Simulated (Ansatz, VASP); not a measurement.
## CuO: VASP beside Ansatz

```
Cu O
1.0
     0.00000    2.26180    2.26180
     2.26180    0.00000    2.26180
     2.26180    2.26180    0.00000
Cu O
1 1
Direct
  0.00000 0.00000 0.00000
  0.25000 0.25000 0.25000
```

Alike in both runs: task single point; functional PBE; k mesh 8 × 8 × 8; occupations fermi-dirac, width 0.05 eV; no spin polarisation; Hubbard terms Cu d U = 1.0 eV.

```csv
,VASP,Ansatz
version,VASP 6.6.1,Ansatz 0.2.0
potentials or method,"VASP PAW PBE potentials, release 64 (Cu, O), cutoff 520 eV","all-electron LAPW, scalar-relativistic"
```

```csv
,VASP,Ansatz,Ansatz less VASP
gap on the k mesh at the Fermi level (eV),none,none,-
pressure (GPa),0.1,0.4,+0.32
```

The programs project onto different local orbitals, so the same U acts differently, and such runs can settle in different states. A gap of «none» marks a metal or a gap that the smearing closes. Ansatz ran all-electron here, and VASP with PAW potentials. Ansatz's warnings: filled band counts differ across k points.
